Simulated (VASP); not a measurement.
# TaN (P6_3mc) in VASP: notebook, part 2 of 2

VASP 6.6.1. Earlier steps stand in the parts before.

**3. Single point, PBE (volume scaled by 0.97, then relaxed in part)**

INCAR reads:

```
PREC     = Accurate       # precision mode
ENCUT    = 520            # plane-wave cutoff, eV
EDIFF    = 1E-6           # SCF threshold, eV
ISMEAR   = 0              # smearing method
SIGMA    = 0.1            # smearing width, eV
LREAL    = False          # projectors in reciprocal space
LASPH    = True           # aspherical terms in the spheres
NELM     = 60             # most SCF steps
ALGO     = Normal         # electronic algorithm
ISIF     = 2              # what is computed and relaxed
LWAVE    = False          # write WAVECAR
LCHARG   = False          # write CHGCAR
GGA      = PE             # functional
NBANDS   = 24             # bands
```

KPOINTS reads:

```
regular mesh
0
Gamma
  18 18 8
```

POSCAR reads:

```
TaN
1.0
    3.1097858987      0.0000000000      0.0000000000
   -1.5548929494      2.6931535886      0.0000000000
    0.0000000000      0.0000000000      6.0832969992
Ta N
2 2
Direct
    0.3333333333      0.6666666667      0.0311879346
    0.6666666667      0.3333333333      0.5311879346
    0.3333333333      0.6666666667      0.3538120654
    0.6666666667      0.3333333333      0.8538120654
```

Potentials or basis: VASP PAW PBE potentials, release 64 (Ta_pv, N).

Run with:

```
cat potpaw_PBE.64/Ta_pv/POTCAR potpaw_PBE.64/N/POTCAR > POTCAR
mpirun -np 1 vasp_std > vasp.out
```

OUTCAR:

```text
PREC = Accurate
   ENCUT = 520
   EDIFF = 1E-6
   ISMEAR = 0
   LREAL = False
   LASPH = True
   NELM = 60
   ISIF = 2
   GGA = PE

 ion  position               nearest neighbor table
   1  0.333  0.667  0.031-   3 1.96   4 2.09   4 2.09   4 2.09   2 3.53   2 3.53   2 3.53   2 3.53
                             2 3.53   2 3.53
   2  0.667  0.333  0.531-   4 1.96   3 2.09   3 2.09   3 2.09   1 3.53   1 3.53   1 3.53   1 3.53
                             1 3.53   1 3.53
   3  0.333  0.667  0.354-   1 1.96   2 2.09   2 2.09   2 2.09
   4  0.667  0.333  0.854-   2 1.96   1 2.09   1 2.09   1 2.09

  LATTYP: Found a hexagonal cell.
 ALAT       =     3.1097858987
 C/A-ratio  =     1.9561787201

  Lattice vectors:

 A1 = (   3.1097858987,   0.0000000000,   0.0000000000)
 A2 = (  -1.5548929494,   2.6931535886,   0.0000000000)
 A3 = (   0.0000000000,   0.0000000000,   6.0832969992)

Analysis of symmetry for initial positions (statically):
=====================================================================
 Subroutine PRICEL returns:
 Original cell was already a primitive cell.

 Routine SETGRP: Setting up the symmetry group for a
[... 174 lines left out ...]

 E-fermi :   6.7157     XC(G=0): -12.2604

 val. band max:        6.7071289417   @ k =   0.1111  -0.0000   0.1250
 cond. band min:       6.7204450309   @ k =   0.0556  -0.0000   0.3750
 fundamental gap:      0.0133160893
 Fermi energy:         6.7156731339

 k-point     1 :       0.0000    0.0000    0.0000
  band No.  band energies     occupation
      1     -28.8825      2.00000
      2     -28.5221      2.00000
      3     -28.2402      2.00000
      4     -28.2402      2.00000
      5     -28.2110      2.00000
      6     -28.2110      2.00000
[... 637 lines left out ...]
     23      12.1379      0.00000
     24      12.9224      0.00000

 [... further k-points ...]

------------------------ aborting loop because EDIFF is reached ----------------------------------------

  FORCE on cell =-STRESS in cart. coord.  units (eV):
  Direction    XX          YY          ZZ          XY          YZ          ZX
  --------------------------------------------------------------------------------------
  -------------------------------------------------------------------------------------
  Total        2.5839071      2.5839071      2.7960929     -0.0000000      0.0000000      0.0000000
  in kB       81.2562637     81.2562637     87.9288802     -0.0000000      0.0000000      0.0000000
  external PRESSURE =      83.4804692 kB  Pullay stress =       0.0000000 kB

 VOLUME and BASIS-vectors are now :
 -----------------------------------------------------------------------------
  energy-cutoff  :      520.00
  volume of cell :       50.95
      direct lattice vectors                 reciprocal lattice vectors
     3.109785899  0.000000000  0.000000000     0.321565546  0.185655954  0.000000000
    -1.554892949  2.693153589  0.000000000     0.000000000  0.371311909  0.000000000
     0.000000000  0.000000000  6.083296999     0.000000000  0.000000000  0.164384543

 POSITION                                       TOTAL-FORCE (eV/Angst)
 -----------------------------------------------------------------------------------
     -0.00000      1.79544      0.18973         0.000000     -0.000000     -0.020198
      1.55489      0.89772      3.23137        -0.000000      0.000000     -0.020198
     -0.00000      1.79544      2.15234        -0.000000      0.000000      0.020198
      1.55489      0.89772      5.19399         0.000000      0.000000      0.020198
 -----------------------------------------------------------------------------------
    total drift:                               -0.000000      0.000000      0.000397

  FREE ENERGIE OF THE ION-ELECTRON SYSTEM (eV)
  ---------------------------------------------------
  free  energy   TOTEN  =       -43.3353296466 eV

  energy  without entropy=      -43.3314805234  energy(sigma->0) =      -43.33340509
```

Run time: 2.2 min. Hardware: 1 thread of Intel Xeon Platinum 8259CL at 2.50GHz (Skylake/Cascade Lake), shared host; peak memory 0.31 GiB.

Results:

| Quantity | Value |
| --- | --- |
| Free energy | -43.3353 eV |
| Pressure | 8.3 GPa |
| Largest force | 0.020 eV/Å |
| Band gap on the k mesh | zero (band 16 reaches 6.88 eV, above the bottom of band 17 at 6.49 eV) |

Forces in eV/Å, atoms in the order of the input:
```
Ta   0.000  0.000 -0.020
Ta   0.000  0.000 -0.020
N    0.000  0.000  0.020
N    0.000  0.000  0.020
```

Levels at points of the mesh, in eV from the Fermi level:
| k point | band 12 | band 13 | band 14 | band 15 | band 16 | band 17 | band 18 | band 19 | band 20 | band 21 |
| --- | --- | --- | --- | --- | --- | --- | --- | --- | --- | --- |
| (0.00, 0.00, 0.00) | -5.39 | -4.51 | -4.51 | -0.82 | -0.76 | 0.17 | 0.17 | 2.28 | 2.28 | 2.80 |
| (0.50, 0.00, 0.00) | -5.65 | -4.80 | -3.69 | -2.40 | -0.49 | 1.20 | 2.25 | 2.74 | 3.60 | 4.11 |
| (0.00, 0.00, 0.50) | -5.00 | -5.00 | -5.00 | 0.15 | 0.15 | 1.00 | 1.00 | 1.00 | 1.00 | 4.75 |
| (0.50, 0.00, 0.50) | -5.54 | -4.81 | -4.81 | -0.99 | -0.99 | 1.53 | 1.53 | 3.48 | 3.48 | 4.79 |

Caveat: the cell differs from its parent crystal (volume scaled by 0.97, then relaxed in part); spin-orbit coupling is left out, which moves the levels of the heavy elements.

**4. Single point, PBE**

This run uses another cell than the first one, of 13.13 Å³/atom, 1.064 times its volume.

INCAR reads:

```
SYSTEM = TaN
ALGO = Normal ; EDIFF = 1E-6
ENCUT = 520 ; GGA = PE
ISIF = 2 ; ISMEAR = 0
LASPH = .TRUE. ; LCHARG = .FALSE.
LREAL = .FALSE. ; LWAVE = .FALSE.
NBANDS = 24 ; NELM = 100
PREC = Accurate ; SIGMA = 0.1
```

KPOINTS reads:

```
k-points
0
G
  18 18 8
  0 0 0
```

POSCAR reads:

```
TaN
1.0
    3.1518925601      0.0000000000      0.0000000000
   -1.5759462800      2.7296190270      0.0000000000
    0.0000000000      0.0000000000      6.1049970098
Ta N
2 2
Direct
    0.3333333333      0.6666666667      0.0305473923
    0.6666666667      0.3333333333      0.5305473923
    0.3333333333      0.6666666667      0.3544526077
    0.6666666667      0.3333333333      0.8544526077
```

Potentials or basis: VASP PAW PBE potentials, release 64 (Ta_pv, N).

Run with:

```
cat potpaw_PBE.64/Ta_pv/POTCAR potpaw_PBE.64/N/POTCAR > POTCAR
mpirun -np 1 vasp_std > vasp.out
```

OUTCAR:

```text
SYSTEM = TaN
   EDIFF = 1E-6
   ENCUT = 520
   GGA = PE
   ISIF = 2
   ISMEAR = 0
   LASPH = .TRUE.
   LREAL = .FALSE.
   NELM = 100
   PREC = Accurate

 ion  position               nearest neighbor table
   1  0.333  0.667  0.031-   3 1.98   4 2.11   4 2.11   4 2.11   2 3.55   2 3.55   2 3.55   2 3.55
                             2 3.55   2 3.55
   2  0.667  0.333  0.531-   4 1.98   3 2.11   3 2.11   3 2.11   1 3.55   1 3.55   1 3.55   1 3.55
                             1 3.55   1 3.55
[... 855 lines left out ...]
  --------------------------------------------------------------------------------------
  -------------------------------------------------------------------------------------
  Total        0.1155912      0.1155912      0.2838147      0.0000000      0.0000000      0.0000000
  in kB        3.5259520      3.5259520      8.6573828      0.0000000      0.0000000      0.0000000
  external PRESSURE =       5.2364289 kB  Pullay stress =       0.0000000 kB

 VOLUME and BASIS-vectors are now :
 -----------------------------------------------------------------------------
  energy-cutoff  :      520.00
  volume of cell :       52.52
      direct lattice vectors                 reciprocal lattice vectors
     3.151892560  0.000000000  0.000000000     0.317269698  0.183175745  0.000000000
    -1.575946280  2.729619027  0.000000000     0.000000000  0.366351491  0.000000000
     0.000000000  0.000000000  6.104997010     0.000000000  0.000000000  0.163800244

 POSITION                                       TOTAL-FORCE (eV/Angst)
 -----------------------------------------------------------------------------------
     -0.00000      1.81975      0.18649         0.000000     -0.000000     -0.023618
      1.57595      0.90987      3.23899        -0.000000      0.000000     -0.023618
     -0.00000      1.81975      2.16393         0.000000     -0.000000      0.023618
      1.57595      0.90987      5.21643        -0.000000      0.000000      0.023618
 -----------------------------------------------------------------------------------
    total drift:                               -0.000000      0.000000     -0.000141

  FREE ENERGIE OF THE ION-ELECTRON SYSTEM (eV)
  ---------------------------------------------------
  free  energy   TOTEN  =       -43.3782108618 eV

  energy  without entropy=      -43.3743778056  energy(sigma->0) =      -43.37629433
```

It took 2.2 min on 1 thread of Intel Xeon Platinum 8259CL at 2.50GHz (Skylake/Cascade Lake), shared host; peak memory 0.32 GiB.

Results:

* Free energy: -43.3782 eV
* Pressure: 0.5 GPa
* Largest force: 0.024 eV/Å
* Band gap on the k mesh: zero (band 16 reaches 6.64 eV, above the bottom of band 17 at 6.21 eV)

Forces on the atoms (eV/Å):
```
Ta   0.000  0.000 -0.024
Ta   0.000  0.000 -0.024
N    0.000  0.000  0.024
N    0.000  0.000  0.024
```

Caveat: spin-orbit coupling is left out, which moves the levels of the heavy elements.

**5. Single point, PBE (volume scaled by 1.03, then relaxed in part)**

INCAR reads:

```
SYSTEM = TaN
PREC     = Accurate       ! precision mode
ENCUT    = 520            ! plane-wave cutoff, eV
EDIFF    = 1E-6           ! SCF threshold, eV
ISMEAR   = 0              ! smearing method
SIGMA    = 0.1            ! smearing width, eV
LREAL    = .FALSE.        ! projectors in reciprocal space
LASPH    = .TRUE.         ! aspherical terms in the spheres
NELM     = 60             ! most SCF steps
ALGO     = Normal         ! electronic algorithm
ISIF     = 2              ! what is computed and relaxed
LWAVE    = .FALSE.        ! write WAVECAR
LCHARG   = .FALSE.        ! write CHGCAR
GGA      = PE             ! functional
NBANDS   = 24             ! bands
```

KPOINTS reads:

```
Automatic mesh
0
G
  18 18 8
  0 0 0
```

POSCAR reads:

```
TaN
1.0
    3.1932300339      0.0000000000      0.0000000000
   -1.5966150170      2.7654183295      0.0000000000
    0.0000000000      0.0000000000      6.1263962008
Ta N
2 2
Direct
    0.3333333333      0.6666666667      0.0299665238
    0.6666666667      0.3333333333      0.5299665238
    0.3333333333      0.6666666667      0.3550334762
    0.6666666667      0.3333333333      0.8550334762
```

Run with:

```
cat potpaw_PBE.64/Ta_pv/POTCAR potpaw_PBE.64/N/POTCAR > POTCAR
mpirun -np 1 vasp_std > vasp.out
```

Wall time 2.2 min (1 thread of Intel Xeon Platinum 8259CL at 2.50GHz (Skylake/Cascade Lake), shared host); peak memory 0.32 GiB.

The run converged. Its results:

```yaml
Free_energy: -43.3499 eV
Pressure: -6.2 GPa
Largest_force: 0.022 eV/Å
Band_gap_on_the_k_mesh: zero (band 16 reaches 6.40 eV, above the bottom of band 17 at 5.95 eV)
```

Forces in eV/Å, atoms in the order of the input:
```
Ta   0.000  0.000 -0.022
Ta   0.000  0.000 -0.022
N    0.000  0.000  0.022
N    0.000  0.000  0.022
```

Stress tensor (GPa, compression positive):
```
-6.34  0.00  0.00
 0.00 -6.34  0.00
 0.00  0.00 -5.91
```

Levels at points of the mesh, in eV from the Fermi level:
| k point | band 12 | band 13 | band 14 | band 15 | band 16 | band 17 | band 18 | band 19 | band 20 | band 21 |
| --- | --- | --- | --- | --- | --- | --- | --- | --- | --- | --- |
| (0.00, 0.00, 0.00) | -5.25 | -4.42 | -4.42 | -0.88 | -0.65 | 0.11 | 0.11 | 2.06 | 2.06 | 2.70 |
| (0.50, 0.00, 0.00) | -5.45 | -4.73 | -3.63 | -2.17 | -0.53 | 1.13 | 2.05 | 2.52 | 3.15 | 3.66 |
| (0.00, 0.00, 0.50) | -4.88 | -4.88 | -4.88 | 0.21 | 0.21 | 0.92 | 0.92 | 0.92 | 0.92 | 4.47 |
| (0.50, 0.00, 0.50) | -5.32 | -4.68 | -4.68 | -0.87 | -0.87 | 1.42 | 1.42 | 3.07 | 3.07 | 4.30 |

Caveat: the cell differs from its parent crystal (volume scaled by 1.03, then relaxed in part); spin-orbit coupling is left out, which moves the levels of the heavy elements.

**6. The runs side by side**

```csv
cell,gap on the mesh (eV),pressure (GPa),largest force (eV/Å)
"a = 3.066, b = 3.066, c = 6.066 Å, angles 90.0, 90.0, 120.0°, 4 atoms",none,17.4,0.02
"a = 3.110, b = 3.110, c = 6.083 Å, angles 90.0, 90.0, 120.0°, 4 atoms",none,8.3,0.02
"a = 3.152, b = 3.152, c = 6.105 Å, angles 90.0, 90.0, 120.0°, 4 atoms",none,0.5,0.02
"a = 3.193, b = 3.193, c = 6.126 Å, angles 90.0, 90.0, 120.0°, 4 atoms",none,-6.2,0.02
```

Alike in all rows: task single point; level PBE; potentials or basis VASP PAW PBE potentials, release 64 (Ta_pv, N); no spin polarisation; k mesh 18 × 18 × 8; cutoff (eV) 520; smearing gaussian 0.1 eV.

Caveats: spin-orbit coupling is left out, which moves the levels of the heavy elements.

Absolute energies hang on the potentials; compare differences alone.
